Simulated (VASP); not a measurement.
# TeW (P4/mmm) in VASP: further runs

The runs below take TeW through single point, with PBE.

Program: VASP 6.6.1. These are calculated values, not measurements. Logs are shortened: lines on timing, memory, paths and dates and some standing lists are left out, and cuts for length are marked.

### 1 The cell of the first run

The structure is tetragonal, space group P4/mmm (No. 123). Conventional cell: a = 3.954 Å, b = 3.954 Å, c = 2.846 Å, α = 90.00°, β = 90.00°, γ = 90.00°. Te (site symmetry 4/mmm) has 4 W at 2.80 Å and 2 Te at 2.85 Å within 3.7 Å. Within 3.7 Å of W (site symmetry 4/mmm) lie 4 Te at 2.80 Å and 2 W at 2.85 Å.

The cell was generated, and may not be a known phase.

### 2 Single point, PBE

Input file INCAR:

```
SYSTEM = TeW
PREC = Accurate
ENCUT = 500
EDIFF = 1E-6
ISMEAR = 0
SIGMA = 0.2
LREAL = .FALSE.
LASPH = .TRUE.
NELM = 120
ALGO = Normal
ISIF = 2
LWAVE = .FALSE.
LCHARG = .TRUE.
GGA = PE
LELF = .TRUE.
LVHAR = .TRUE.
NBANDS = 17
GGA_COMPAT = .FALSE.
```

Input file KPOINTS:

```
regular mesh
0
G
  6 6 5
  0 0 0
```

Input file POSCAR:

```
TeW
1.0
    3.9535910768      0.0000000000      0.0000000000
    0.0000000000      3.9535910768      0.0000000000
    0.0000000000      0.0000000000      2.8464863353
Te W
1 1
Direct
    0.0000000000      0.0000000000      0.5000000000
    0.5000000000      0.5000000000      0.5000000000
```

Potentials or basis: VASP PAW PBE potentials, release 64 (Te, W_sv).

Started as:

```
> cat potpaw_PBE.64/Te/POTCAR potpaw_PBE.64/W_sv/POTCAR > POTCAR
> mpirun -np 1 vasp_std > vasp.out
```

OUTCAR:

```text
SYSTEM = TeW
   PREC = Accurate
   ENCUT = 500
   EDIFF = 1E-6
   ISMEAR = 0
   LREAL = .FALSE.
   LASPH = .TRUE.
   NELM = 120
   ISIF = 2
   GGA = PE

 ion  position               nearest neighbor table
   1  0.000  0.000  0.500-   2 2.80   2 2.80   2 2.80   2 2.80
   2  0.500  0.500  0.500-   1 2.80   1 2.80   1 2.80   1 2.80

  LATTYP: Found a simple tetragonal cell.
 ALAT       =     3.9535910768
 C/A-ratio  =     0.7199748988

  Lattice vectors:

 A1 = (   3.9535910768,   0.0000000000,   0.0000000000)
 A2 = (   0.0000000000,   3.9535910768,   0.0000000000)
 A3 = (   0.0000000000,   0.0000000000,   2.8464863353)

Analysis of symmetry for initial positions (statically):
=====================================================================
 Subroutine PRICEL returns:
 Original cell was already a primitive cell.

 Routine SETGRP: Setting up the symmetry group for a
 simple tetragonal supercell.

 Subroutine GETGRP returns: Found 16 space group operations
 (whereof 16 operations were pure point group operations)
 out of a pool of 16 trial point group operations.

The static configuration has the point symmetry D_4h.

Analysis of symmetry for dynamics (positions and initial velocities):
=====================================================================
 Subroutine PRICEL returns:
 Original cell was already a primitive cell.

 Routine SETGRP: Setting up the symmetry group for a
 simple tetragonal supercell.

 Subroutine GETGRP returns: Found 16 space group operations
 (whereof 16 operations were pure point group operations)
 out of a pool of 16 trial point group operations.

The dynamic configuration has the point symmetry D_4h.

 Subroutine INISYM returns: Found 16 space group operations
 (whereof 16 operations are pure point group operations),
 and found     1 'primitive' translations

----------------------------------------------------------------------------------------

                                     Primitive cell

  volume of cell :      44.4931

  direct lattice vectors                    reciprocal lattice vectors
     3.953591077  0.000000000  0.000000000     0.252934606  0.000000000  0.000000000
     0.000000000  3.953591077  0.000000000     0.000000000  0.252934606  0.000000000
     0.000000000  0.000000000  2.846486335     0.000000000  0.000000000  0.351310311

  length of vectors
     3.953591077  3.953591077  2.846486335     0.252934606  0.252934606  0.351310311

  position of ions in fractional coordinates (direct lattice)
     0.000000000  0.000000000  0.500000000
     0.500000000  0.500000000  0.500000000

  ion indices of the primitive-cell ions
   primitive index   ion index
                 1           1
                 2           2

----------------------------------------------------------------------------------------

 KPOINTS: regular mesh

Automatic generation of k-mesh.
 Grid dimensions read from file:
 generate k-points for:    6    6    5

 Generating k-lattice:

  Cartesian coordinates                     Fractional coordinates (reciprocal lattice)
     0.042155768  0.000000000  0.000000000     0.166666667  0.000000000  0.000000000
     0.000000000  0.042155768  0.000000000     0.000000000  0.166666667  0.000000000
     0.000000000  0.000000000  0.070262062     0.000000000  0.000000000  0.200000000

  Length of vectors
     0.042155768  0.042155768  0.070262062

  Shift w.r.t. Gamma in fractional coordinates (k-lattice)
     0.000000000  0.000000000  0.000000000

 Subroutine IBZKPT returns following result:
 ===========================================

 Found     30 irreducible k-points:

 Following reciprocal coordinates:
            Coordinates               Weight
  0.000000  0.000000  0.000000      1.000000
  0.166667  0.000000  0.000000      4.000000
  0.333333  0.000000  0.000000      4.000000
  0.500000  0.000000  0.000000      2.000000
  0.166667  0.166667  0.000000      4.000000
  0.333333  0.166667  0.000000      8.000000
[... 16 lines left out ...]
  0.333333  0.000000  0.400000      8.000000
  0.500000  0.000000  0.400000      4.000000
 [... further k-points ...]
   k-points           NKPTS =     30   k-points in BZ     NKDIM =     30   number of bands    NBANDS=     17
   number of dos      NEDOS =    301   number of ions     NIONS =      2
   total plane-waves  NPLWV =  21600
   dimension x,y,z NGX =    30 NGY =   30 NGZ =   24
   dimension x,y,z NGXF=    60 NGYF=   60 NGZF=   48
   ions per type =               1   1
   NGX,Y,Z   is equivalent  to a cutoff of  12.61, 12.61, 14.02 a.u.
   NGXF,Y,Z  is equivalent  to a cutoff of  25.23, 25.23, 28.03 a.u.
 SYSTEM =  TeW
   PREC   = accura    normal or accurate (medium, high low for compatibility)
   ISTART =      0    job   : 0-new  1-cont  2-samecut
   ICHARG =      2    charge: 1-file 2-atom 10-const
   ISPIN  =      1    spin polarized calculation?
   LNONCOLLINEAR =      F non collinear calculations
   LSORBIT =      F    spin-orbit coupling
   LASPH  =      T    aspherical Exc in radial PAW
   ENCUT  =  500.0 eV  36.75 Ry    6.06 a.u.   7.21  7.21  5.19*2*pi/ulx,y,z
   NELM   =    120;   NELMIN=  2; NELMDL= -5     # of ELM steps
   EDIFF  = 0.1E-05   stopping-criterion for ELM
   LREAL  =      F    real-space projection
   EDIFFG = 0.1E-04   stopping-criterion for IOM
   NSW    =      0    number of steps for IOM
   IBRION =     -1    ionic relax: 0-MD 1-quasi-New 2-CG
   NFREE  =      0    steps in history (QN), initial steepest desc. (CG)
   ISIF   =      2    stress and relaxation
   ISYM   =      2    0-nonsym 1-usesym 2-fastsym
   POTIM  = 0.5000    time-step for ionic-motion
   TEBEG  =    0.0;   TEEND  =   0.0 temperature during run
   PSTRESS=    0.0 pullay stress
   NELECT =      20.0000    total number of electrons
   NUPDOWN=      -1.0000    fix difference up-down
   EMIN   =  10.00;   EMAX   =-10.00  energy-range for DOS
   EFERMI =   0.00;   METHOD = LEGACY
   ISMEAR =     0;   SIGMA  =   0.20  broadening in eV -4-tet -1-fermi 0-gaus
   EFERMI_NEDOS =   21; number of points for ismear=-14 and -15
   IALGO  =     38    algorithm
   IMIX   =      4    mixing-type and parameters
     AMIX     =   0.40;   BMIX     =  1.00
     AMIX_MAG =   1.60;   BMIX_MAG =  1.00
  volume/ion in A,a.u.               =      22.25       150.13
  Fermi-wavevector in a.u.,A,eV,Ry     =   1.254067  2.369842 21.397655  1.572683
  Thomas-Fermi vector in A             =   2.387889
   LORBIT       =      0    0 simple, 1 ext, 2 COOP (PROOUT), +10 PAW based schemes
   GGA     = PE    functional components
   LHFCALC =     F    Hartree Fock is set to
   AEXX    =    0.0000 exact exchange contribution
   IVDW    =     0    specifies the selected vdW correction
   LEPSILON=     F    determine dielectric tensor
   LRPA    =     F    only Hartree local field effects (RPA)
 non-spin polarized calculation
 Gauss-broadening in eV      SIGMA  =   0.20
  energy-cutoff  :      500.00
  volume of cell :       44.49
 maximum number of plane-waves:      1142
 NGX is ok and might be reduce to    30
   NGX = 15   NGY = 15   NGZ = 11

 number of electron      19.9999998 magnetization

 Free energy of the ion-electron system (eV)
  ---------------------------------------------------
  ext. energy  EPLUGINS =         0.00000000
  ---------------------------------------------------
  free energy    TOTEN  =       -13.31880568 eV

  energy without entropy =      -13.26631393  energy(sigma->0) =      -13.29255980

 E-fermi :   9.5346     XC(G=0): -11.3551

 val. band max:        9.5228837750   @ k =   0.3333   0.1667   0.2000
 cond. band min:       9.5518688224   @ k =   0.5000   0.0000   0.2000
 fundamental gap:      0.0289850475
 Fermi energy:         9.5346231589

 k-point     1 :       0.0000    0.0000    0.0000
  band No.  band energies     occupation
      1     -64.6644      2.00000
      2     -28.9927      2.00000
      3     -28.9927      2.00000
      4     -28.3300      2.00000
      5      -5.0396      2.00000
      6       5.9903      2.00000
[... 9 lines left out ...]
     16      19.0043      0.00000
     17      19.0043      0.00000

 k-point     2 :       0.1667    0.0000    0.0000
  band No.  band energies     occupation
      1     -64.6643      2.00000
      2     -28.9981      2.00000
      3     -28.9912      2.00000
      4     -28.3297      2.00000
      5      -4.8446      2.00000
      6       4.1884      2.00000
[... 9 lines left out ...]
     16      18.2351      0.00000
     17      19.2703      0.00000

 k-point     3 :       0.3333    0.0000    0.0000
  band No.  band energies     occupation
      1     -64.6642      2.00000
      2     -29.0090      2.00000
      3     -28.9882      2.00000
      4     -28.3292      2.00000
      5      -4.3850      2.00000
      6       2.3388      2.00000
[... 9 lines left out ...]
     16      16.3247      0.00000
     17      18.9180      0.00000

 k-point     4 :       0.5000    0.0000    0.0000
  band No.  band energies     occupation
      1     -64.6641      2.00000
      2     -29.0144      2.00000
      3     -28.9868      2.00000
      4     -28.3289      2.00000
      5      -4.1024      2.00000
      6       1.5691      2.00000
[... 9 lines left out ...]
     16      16.6863      0.00000
     17      18.4520      0.00000

 k-point     5 :       0.1667    0.1667    0.0000
  band No.  band energies     occupation
      1     -64.6642      2.00000
      2     -28.9972      2.00000
      3     -28.9964      2.00000
      4     -28.3295      2.00000
      5      -4.6817      2.00000
      6       3.6904      2.00000
[... 9 lines left out ...]
     16      16.7417      0.00000
     17      19.2694      0.00000

 k-point     6 :       0.3333    0.1667    0.0000
  band No.  band energies     occupation
      1     -64.6641      2.00000
      2     -29.0080      2.00000
      3     -28.9941      2.00000
      4     -28.3290      2.00000
      5      -4.3117      2.00000
      6       2.4933      2.00000
[... 9 lines left out ...]
     16      17.0016      0.00000
     17      19.0319      0.00000

 k-point     7 :       0.5000    0.1667    0.0000
  band No.  band energies     occupation
      1     -64.6641      2.00000
      2     -29.0136      2.00000
      3     -28.9928      2.00000
      4     -28.3288      2.00000
      5      -4.0961      2.00000
      6       1.9288      2.00000
[... 9 lines left out ...]
     16      18.6988      0.00000
     17      18.7957      0.00000

 k-point     8 :       0.3333    0.3333    0.0000
  band No.  band energies     occupation
      1     -64.6640      2.00000
      2     -29.0063      2.00000
      3     -29.0056      2.00000
      4     -28.3286      2.00000
      5      -4.1607      2.00000
      6       2.7915      2.00000
[... 9 lines left out ...]
     16      17.8955      0.00000
     17      19.3251      0.00000
[... 203 lines left out ...]
      1     -64.6519      2.00000
      2     -28.9900      2.00000
      3     -28.9834      2.00000
      4     -28.5377      2.00000
      5      -3.3904      2.00000
      6       3.5360      2.00000
[... 9 lines left out ...]
     16      18.5560      0.00000
     17      19.4552      0.00000

 k-point    20 :       0.5000    0.5000    0.2000
  band No.  band energies     occupation
      1     -64.6518      2.00000
      2     -28.9892      2.00000
      3     -28.9892      2.00000
      4     -28.5374      2.00000
      5      -3.3850      2.00000
      6       4.2204      2.00000
[... 9 lines left out ...]
     16      19.2258      0.00000
     17      20.8368      0.00000

 k-point    21 :       0.0000    0.0000    0.4000
  band No.  band energies     occupation
      1     -64.6331      2.00000
      2     -28.9373      2.00000
      3     -28.9373      2.00000
      4     -28.8673      2.00000
      5      -2.5119      2.00000
      6       3.3988      2.00000
[... 9 lines left out ...]
     16      18.1776      0.00000
     17      18.1779      0.00000

 k-point    22 :       0.1667    0.0000    0.4000
  band No.  band energies     occupation
      1     -64.6330      2.00000
      2     -28.9420      2.00000
      3     -28.9359      2.00000
      4     -28.8668      2.00000
      5      -2.3050      2.00000
      6       3.4031      2.00000
[... 9 lines left out ...]
     16      17.5234      0.00000
     17      17.8386      0.00000

 k-point    23 :       0.3333    0.0000    0.4000
  band No.  band energies     occupation
      1     -64.6329      2.00000
      2     -28.9516      2.00000
      3     -28.9331      2.00000
      4     -28.8658      2.00000
      5      -1.8122      2.00000
      6       3.4146      2.00000
[... 9 lines left out ...]
     16      16.6508      0.00000
     17      17.9779      0.00000

 k-point    24 :       0.5000    0.0000    0.4000
  band No.  band energies     occupation
      1     -64.6328      2.00000
      2     -28.9564      2.00000
      3     -28.9317      2.00000
      4     -28.8653      2.00000
      5      -1.5033      2.00000
      6       3.4878      2.00000
[... 9 lines left out ...]
     16      16.6426      0.00000
     17      17.8515      0.00000

 [... further k-points ...]

------------------------ aborting loop because EDIFF is reached ----------------------------------------

  FORCE on cell =-STRESS in cart. coord.  units (eV):
  Direction    XX          YY          ZZ          XY          YZ          ZX
  --------------------------------------------------------------------------------------
  -------------------------------------------------------------------------------------
  Total        0.0131410      0.0131410      0.2089183      0.0000000      0.0000000      0.0000000
  in kB        0.4732016      0.4732016      7.5230582      0.0000000      0.0000000      0.0000000
  external PRESSURE =       2.8231538 kB  Pullay stress =       0.0000000 kB

 VOLUME and BASIS-vectors are now :
 -----------------------------------------------------------------------------
  energy-cutoff  :      500.00
  volume of cell :       44.49
      direct lattice vectors                 reciprocal lattice vectors
     3.953591077  0.000000000  0.000000000     0.252934606  0.000000000  0.000000000
     0.000000000  3.953591077  0.000000000     0.000000000  0.252934606  0.000000000
     0.000000000  0.000000000  2.846486335     0.000000000  0.000000000  0.351310311

 POSITION                                       TOTAL-FORCE (eV/Angst)
 -----------------------------------------------------------------------------------
      0.00000      0.00000      1.42324         0.000000      0.000000      0.000000
      1.97680      1.97680      1.42324         0.000000      0.000000      0.000000
 -----------------------------------------------------------------------------------
    total drift:                                0.000000      0.000000      0.000000

  FREE ENERGIE OF THE ION-ELECTRON SYSTEM (eV)
  ---------------------------------------------------
  free  energy   TOTEN  =       -13.3188056756 eV

  energy  without entropy=      -13.2663139288  energy(sigma->0) =      -13.29255980
```

Wall time 13 s (1 thread of AMD EPYC 7R13 (Zen 3), shared host); peak memory 0.13 GiB.

Results:

```
Free energy            : -13.3188 eV
Pressure               : 0.3 GPa
Band gap on the k mesh : zero (bands 10 and 11 overlap by 2.07 eV)
```

Caveat: the k points lie up to 0.44 Å⁻¹ apart, too coarse for converged energies and pressures of a metal; spin-orbit coupling is left out, which moves the levels of the heavy elements.

[end of part 1 of 2]

The gap in the log of VASP goes by the Fermi energy; the results here count the filled bands.